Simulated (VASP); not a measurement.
# Zn16S15 (a cell with a defect) in VASP: single point with PBE

Aim: the single point of Zn16S15 (a cell with a defect) with PBE.

Program: VASP 6.6.1. These are calculated values, not measurements. Logs are shortened: lines on timing, memory, paths and dates and some standing lists are left out, and cuts for length are marked.

## 1. The cell of the first run

The cell holds a defect, 31 atoms: a = 9.429 Å, b = 9.429 Å, c = 9.429 Å, α = 109.47°, β = 109.47°, γ = 109.47°.

## 2. Single point, PBE

File INCAR:

```
SYSTEM = Zn16S15
PREC = Accurate ; ENCUT = 400
EDIFF = 1E-6 ; ISMEAR = -1
SIGMA = 0.01 ; LREAL = Auto
LASPH = .True. ; NELM = 120
ALGO = Normal ; ISIF = 2
LWAVE = .False. ; LCHARG = .False.
GGA = PE ; NELECT = 280.0
NBANDS = 162 ; GGA_COMPAT = .False.
```

File KPOINTS:

```
regular mesh
0
Gamma
  1 1 1
  0 0 0
```

File POSCAR:

```
Zn16S15
1.0
   -5.4436607500      5.4436607500     -5.4436607500
    5.4436607500      5.4436607500      5.4436607500
    5.4436607500     -5.4436607500     -5.4436607500
Zn S
16 15
Direct
   -0.0113422755      0.0023333563      0.0518282665
   -0.0191729435      0.2901715541      0.7464949942
   -0.0008931490      0.4849646444      0.4934265972
    0.0008340894      0.7430901163      0.2371981024
    0.2985572714     -0.0135534713      0.7363590760
    0.2495397054      0.2454824173      0.5034831570
    0.2069469520      0.4544955341      0.2043263809
    0.2476734062      0.7497388591     -0.0040966917
    0.5158829929      0.0043874887      0.5066643802
    0.4941321885      0.2313774788      0.2408233283
    0.4913860585      0.4883914744     -0.0189891517
    0.5124989650      0.7575782528      0.7564059718
    0.7394450508     -0.0105069920      0.2551456756
    0.7467834031      0.2596302497      0.0071252603
    0.7400394119      0.5110351522      0.7400267366
    0.7074390152      0.6915735886      0.4384259251
   -0.3764554946     -0.1581543266      0.5913857692
   -0.0047048303      0.2352275534      0.5008621266
    0.0031933474      0.5014424347      0.2523658367
   -0.0033625350      0.7528020551     -0.0115234036
    0.2523900851     -0.0085569256      0.4873514574
    0.2519951303      0.2483717414      0.2525608342
    0.2457032246      0.4951797373     -0.0073675605
    0.2490078942      0.7370737605      0.7420131756
    0.4916221129     -0.0119275434      0.2481669160
    0.4856461711      0.2409239040     -0.0082821105
    0.4913075268      0.5000190359      0.7400260018
    0.7450560728      0.0127027571      0.0187002836
    0.7424068445      0.2717967867      0.7604885187
    0.7463805492      0.4830994474      0.4851375060
    0.7457855451      0.7347542736      0.2290426530
```

Potentials or basis: VASP PAW PBE potentials, release 64 (Zn, S).

The run is started by

```bash
$ cat potpaw_PBE.64/Zn/POTCAR potpaw_PBE.64/S/POTCAR > POTCAR
$ mpirun -np 1 vasp_gam > vasp.out
```

OUTCAR:

```text
SYSTEM = Zn16S15
   PREC = Accurate
   ENCUT = 400
   EDIFF = 1E-6
   ISMEAR = -1
   LREAL = Auto
   LASPH = .True.
   NELM = 120
   ISIF = 2
   GGA = PE
   NELECT = 280.0

 ion  position               nearest neighbor table
   1  0.989  0.002  0.052-  28 2.25  20 2.26  22 2.29
   2  0.981  0.290  0.746-  29 2.25  18 2.26  23 2.30
   3  0.999  0.485  0.493-  19 2.34  30 2.35  24 2.36  18 2.37
   4  0.001  0.743  0.237-  19 2.34  31 2.35  21 2.36  20 2.37
   5  0.299  0.986  0.736-  21 2.26  24 2.26  26 2.27
   6  0.250  0.245  0.503-  27 2.31  18 2.36  21 2.36  22 2.38
   7  0.207  0.454  0.204-  19 2.26  23 2.27  22 2.27
   8  0.248  0.750  0.996-  25 2.31  20 2.35  24 2.36  23 2.38
   9  0.516  0.004  0.507-  17 2.31  25 2.32  29 2.37  21 2.39
  10  0.494  0.231  0.241-  25 2.31  30 2.35  26 2.36  22 2.38
  11  0.491  0.488  0.981-  27 2.31  26 2.35  31 2.35  23 2.38
  12  0.512  0.758  0.756-  27 2.32  17 2.35  28 2.37  24 2.38
  13  0.739  0.989  0.255-  25 2.31  28 2.33  18 2.35  31 2.35
  14  0.747  0.260  0.007-  19 2.34  29 2.35  26 2.36  28 2.36
  15  0.740  0.511  0.740-  27 2.31  29 2.33  20 2.35  30 2.35
  16  0.707  0.692  0.438-  17 2.20  31 2.26  30 2.27
  17  0.624  0.842  0.591-  16 2.20   9 2.31  12 2.35
  18  0.995  0.235  0.501-   2 2.26  13 2.35   6 2.36   3 2.37
  19  0.003  0.501  0.252-   7 2.26   4 2.34  14 2.34   3 2.34
  20  0.997  0.753  0.988-   1 2.26  15 2.35   8 2.35   4 2.37
  21  0.252  0.991  0.487-   5 2.26   4 2.36   6 2.36   9 2.39
  22  0.252  0.248  0.253-   7 2.27   1 2.29  10 2.38   6 2.38
  23  0.246  0.495  0.993-   7 2.27   2 2.30  11 2.38   8 2.38
  24  0.249  0.737  0.742-   5 2.26   3 2.36   8 2.36  12 2.38
  25  0.492  0.988  0.248-  10 2.31  13 2.31   8 2.31   9 2.32
  26  0.486  0.241  0.992-   5 2.27  11 2.35  10 2.36  14 2.36
  27  0.491  0.500  0.740-   6 2.31  11 2.31  15 2.31  12 2.32
  28  0.745  0.013  0.019-   1 2.25  13 2.33  14 2.36  12 2.37
  29  0.742  0.272  0.760-   2 2.25  15 2.33  14 2.35   9 2.37
  30  0.746  0.483  0.485-  16 2.27   3 2.35  15 2.35  10 2.35
  31  0.746  0.735  0.229-  16 2.26   4 2.35  11 2.35  13 2.35

  LATTYP: Found a body centered cubic cell.
 ALAT       =    10.8873215000

  Lattice vectors:

 A1 = (  -5.4436607500,   5.4436607500,  -5.4436607500)
 A2 = (   5.4436607500,   5.4436607500,   5.4436607500)
 A3 = (   5.4436607500,  -5.4436607500,  -5.4436607500)

Analysis of symmetry for initial positions (statically):
=====================================================================
 Subroutine PRICEL returns:
 Original cell was already a primitive cell.

 Routine SETGRP: Setting up the symmetry group for a
 body centered cubic supercell.

 Subroutine GETGRP returns: Found  1 space group operations
 (whereof  1 operations were pure point group operations)
 out of a pool of 48 trial point group operations.

The static configuration has the point symmetry C_1 .

Analysis of symmetry for dynamics (positions and initial velocities):
=====================================================================
 Subroutine PRICEL returns:
 Original cell was already a primitive cell.

 Routine SETGRP: Setting up the symmetry group for a
 body centered cubic supercell.

 Subroutine GETGRP returns: Found  1 space group operations
 (whereof  1 operations were pure point group operations)
 out of a pool of 48 trial point group operations.

The dynamic configuration has the point symmetry C_1 .

 Subroutine INISYM returns: Found  1 space group operations
 (whereof  1 operations are pure point group operations),
 and found     1 'primitive' translations

----------------------------------------------------------------------------------------

                                     Primitive cell

  volume of cell :     645.2576

  direct lattice vectors                    reciprocal lattice vectors
    -5.443660750  5.443660750 -5.443660750     0.000000000  0.091849956 -0.091849956
     5.443660750  5.443660750  5.443660750     0.091849956  0.091849956  0.000000000
     5.443660750 -5.443660750 -5.443660750     0.091849956  0.000000000 -0.091849956

  length of vectors
     9.428696998  9.428696998  9.428696998     0.129895453  0.129895453  0.129895453

  position of ions in fractional coordinates (direct lattice)
     0.988657725  0.002333356  0.051828267
     0.980827056  0.290171554  0.746494994
     0.999106851  0.484964644  0.493426597
     0.000834089  0.743090116  0.237198102
     0.298557271  0.986446529  0.736359076
     0.249539705  0.245482417  0.503483157
[... 23 lines left out ...]
     0.746380549  0.483099447  0.485137506
     0.745785545  0.734754274  0.229042653

  ion indices of the primitive-cell ions
   primitive index   ion index
                 1           1
                 2           2
                 3           3
                 4           4
                 5           5
                 6           6
[... 23 lines left out ...]
                30          30
                31          31

----------------------------------------------------------------------------------------

 KPOINTS: regular mesh

Automatic generation of k-mesh.
 Grid dimensions read from file:
 generate k-points for:    1    1    1

 Generating k-lattice:

  Cartesian coordinates                     Fractional coordinates (reciprocal lattice)
     0.000000000  0.091849956 -0.091849956     1.000000000  0.000000000  0.000000000
     0.091849956  0.091849956  0.000000000     0.000000000  1.000000000  0.000000000
     0.091849956  0.000000000 -0.091849956     0.000000000  0.000000000  1.000000000

  Length of vectors
     0.129895453  0.129895453  0.129895453

  Shift w.r.t. Gamma in fractional coordinates (k-lattice)
     0.000000000  0.000000000  0.000000000

 Subroutine IBZKPT returns following result:
 ===========================================

 Found      1 irreducible k-points:

 Following reciprocal coordinates:
            Coordinates               Weight
  0.000000  0.000000  0.000000      1.000000
   k-points           NKPTS =      1   k-points in BZ     NKDIM =      1   number of bands    NBANDS=    162
   number of dos      NEDOS =    301   number of ions     NIONS =     31
   total plane-waves  NPLWV = 262144
   dimension x,y,z NGX =    64 NGY =   64 NGZ =   64
   dimension x,y,z NGXF=   128 NGYF=  128 NGZF=  128
   ions per type =              16  15
   NGX,Y,Z   is equivalent  to a cutoff of  11.28, 11.28, 11.28 a.u.
   NGXF,Y,Z  is equivalent  to a cutoff of  22.57, 22.57, 22.57 a.u.
 SYSTEM =  Zn16S15
   PREC   = accura    normal or accurate (medium, high low for compatibility)
   ISTART =      0    job   : 0-new  1-cont  2-samecut
   ICHARG =      2    charge: 1-file 2-atom 10-const
   ISPIN  =      1    spin polarized calculation?
   LNONCOLLINEAR =      F non collinear calculations
   LSORBIT =      F    spin-orbit coupling
   LASPH  =      T    aspherical Exc in radial PAW
   ENCUT  =  400.0 eV  29.40 Ry    5.42 a.u.  15.38 15.38 15.38*2*pi/ulx,y,z
   NELM   =    120;   NELMIN=  2; NELMDL= -5     # of ELM steps
   EDIFF  = 0.1E-05   stopping-criterion for ELM
   LREAL  =      T    real-space projection
   EDIFFG = 0.1E-04   stopping-criterion for IOM
   NSW    =      0    number of steps for IOM
   IBRION =     -1    ionic relax: 0-MD 1-quasi-New 2-CG
   NFREE  =      0    steps in history (QN), initial steepest desc. (CG)
   ISIF   =      2    stress and relaxation
   ISYM   =      2    0-nonsym 1-usesym 2-fastsym
   POTIM  = 0.5000    time-step for ionic-motion
   TEBEG  =    0.0;   TEEND  =   0.0 temperature during run
   PSTRESS=    0.0 pullay stress
   NELECT =     280.0000    total number of electrons
   NUPDOWN=      -1.0000    fix difference up-down
   EMIN   =  10.00;   EMAX   =-10.00  energy-range for DOS
   EFERMI =   0.00;   METHOD = LEGACY
   ISMEAR =    -1;   SIGMA  =   0.01  broadening in eV -4-tet -1-fermi 0-gaus
   EFERMI_NEDOS =   21; number of points for ismear=-14 and -15
   IALGO  =     38    algorithm
   IMIX   =      4    mixing-type and parameters
     AMIX     =   0.40;   BMIX     =  1.00
     AMIX_MAG =   1.60;   BMIX_MAG =  1.00
  volume/ion in A,a.u.               =      20.81       140.46
  Fermi-wavevector in a.u.,A,eV,Ry     =   1.239414  2.342153 20.900556  1.536147
  Thomas-Fermi vector in A             =   2.373898
   LORBIT       =      0    0 simple, 1 ext, 2 COOP (PROOUT), +10 PAW based schemes
   GGA     = PE    functional components
   LHFCALC =     F    Hartree Fock is set to
   AEXX    =    0.0000 exact exchange contribution
   IVDW    =     0    specifies the selected vdW correction
   LEPSILON=     F    determine dielectric tensor
   LRPA    =     F    only Hartree local field effects (RPA)
 non-spin polarized calculation
  energy-cutoff  :      400.00
  volume of cell :      645.26
 maximum number of plane-waves:      5925
 NGX is ok and might be reduce to    64
   NGX = 31   NGY = 31   NGZ = 31

 number of electron     280.0000026 magnetization

 Free energy of the ion-electron system (eV)
  ---------------------------------------------------
  ext. energy  EPLUGINS =         0.00000000
  ---------------------------------------------------
  free energy    TOTEN  =      -106.16561872 eV

  energy without entropy =     -106.16561872  energy(sigma->0) =     -106.16561872

 E-fermi :   1.9072     XC(G=0):  -9.2180

 val. band max:        1.6439905496   @ k =   0.0000   0.0000   0.0000
 cond. band min:       3.4316755235   @ k =   0.0000   0.0000   0.0000
 fundamental gap:      1.7876849739
 Fermi energy:         1.9071655432

 k-point     1 :       0.0000    0.0000    0.0000
  band No.  band energies     occupation
      1     -11.4047      2.00000
      2     -10.7237      2.00000
      3     -10.7129      2.00000
      4     -10.6493      2.00000
      5     -10.6237      2.00000
      6     -10.6177      2.00000
[... 144 lines left out ...]
    151       6.0051      0.00000
    152       6.1562      0.00000
 [bands above 152 left out]

------------------------ aborting loop because EDIFF is reached ----------------------------------------

  FORCE on cell =-STRESS in cart. coord.  units (eV):
  Direction    XX          YY          ZZ          XY          YZ          ZX
  --------------------------------------------------------------------------------------
  -------------------------------------------------------------------------------------
  Total       -4.7499393     -9.4065323     -8.8900834      0.6573298      0.5515799     -0.8935777
  in kB      -11.7941188    -23.3564582    -22.0741133      1.6321526      1.3695751     -2.2187570
  external PRESSURE =     -19.0748968 kB  Pullay stress =       0.0000000 kB

 VOLUME and BASIS-vectors are now :
 -----------------------------------------------------------------------------
  energy-cutoff  :      400.00
  volume of cell :      645.26
      direct lattice vectors                 reciprocal lattice vectors
    -5.443660750  5.443660750 -5.443660750     0.000000000  0.091849956 -0.091849956
     5.443660750  5.443660750  5.443660750     0.091849956  0.091849956  0.000000000
     5.443660750 -5.443660750 -5.443660750     0.091849956  0.000000000 -0.091849956

 POSITION                                       TOTAL-FORCE (eV/Angst)
 -----------------------------------------------------------------------------------
     -5.08708      5.11248     -5.65135         0.019201     -0.003418     -0.034365
      0.30397      2.85522     -7.82336         0.104044      0.143838      0.019808
     -0.11277      5.39273     -5.48486         0.006129      0.021021      0.003001
      5.33182      2.75844      2.74936         0.006501     -0.007319     -0.002053
      7.75312      2.98664     -0.26385        -0.003681     -0.002851     -0.010039
      2.71871     -0.04606     -2.76288         0.009798      0.008111     -0.016379
[... 23 lines left out ...]
      1.20771      4.05195     -4.07414        -0.002922      0.000419     -0.024610
      1.18678      6.81273     -1.30688         0.021103      0.006348     -0.018064
 -----------------------------------------------------------------------------------
    total drift:                                0.000663     -0.002247     -0.002446

  FREE ENERGIE OF THE ION-ELECTRON SYSTEM (eV)
  ---------------------------------------------------
  free  energy   TOTEN  =      -106.1656187209 eV

  energy  without entropy=     -106.1656187209  energy(sigma->0) =     -106.16561872
```

Wall time 3.4 min (1 thread of AMD EPYC 7R43 (Zen 3), shared host); peak memory 0.48 GiB.

Results:

- Free energy: -106.1656 eV
- Largest force: 0.331 eV/Å

Forces on the atoms (eV/Å):
```
Zn   0.019 -0.003 -0.034
Zn   0.104  0.144  0.020
Zn   0.006  0.021  0.003
Zn   0.007 -0.007 -0.002
Zn  -0.004 -0.003 -0.010
Zn   0.010  0.008 -0.016
Zn   0.050  0.036 -0.047
Zn   0.006  0.034  0.006
Zn  -0.018 -0.043  0.035
Zn   0.001  0.018 -0.002
Zn  -0.002  0.021 -0.020
Zn  -0.107  0.096  0.064
Zn   0.002 -0.001  0.008
Zn  -0.024 -0.003 -0.028
Zn  -0.006 -0.020 -0.014
Zn  -0.005 -0.083  0.048
S   -0.028 -0.291  0.156
S   -0.006  0.005 -0.003
S    0.003  0.005 -0.001
S   -0.015 -0.002 -0.003
S    0.013 -0.009  0.021
S    0.010  0.016 -0.019
S    0.042  0.044 -0.044
S   -0.028  0.015 -0.025
S    0.009  0.016  0.011
S    0.000  0.008 -0.004
S    0.002 -0.004 -0.017
S   -0.010  0.000 -0.011
S   -0.050 -0.027 -0.029
S   -0.003  0.000 -0.025
S    0.021  0.006 -0.018
```

Caveat: the k points lie up to 0.82 Å⁻¹ apart, too coarse for converged energies, forces and pressures; the cell carries a net charge on a neutralising background, which shifts energy and pressure; the cell is charged against a uniform background, so pressure and absolute levels hang on convention.
